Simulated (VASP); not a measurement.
Here is a VASP 6.6.1 calculation.

The input INCAR:

```
  PREC = Accurate
  ENCUT = 600
  EDIFF = 1E-6
  ISMEAR = -1
  SIGMA = 0.1
  LREAL = False
  LASPH = True
  NELM = 120
  ALGO = Normal
  ISIF = 2
  LWAVE = False
  LCHARG = True
  GGA = PE
  LELF = True
  LVHAR = True
  NBANDS = 12
  GGA_COMPAT = False
```

KPOINTS

```
regular mesh
0
Gamma
  4 4 4
```

Contents of POSCAR:

```
Cu
1.0
    0.0000000000      1.7830713297      1.7830713297
    1.7830713297      0.0000000000      1.7830713297
    1.7830713297      1.7830713297      0.0000000000
Cu
1
Direct
    0.0000000000      0.0000000000      0.0000000000
```

Potentials or basis: VASP PAW PBE potentials, release 64 (Cu).

Command:

```bash
$ cat potpaw_PBE.64/Cu/POTCAR > POTCAR
$ mpirun -np 1 vasp_std > vasp.out
```

Problem. What does it give for the pressure?

Solution. 11.1 GPa.

Caveat: the k points lie up to 0.76 Å⁻¹ apart.
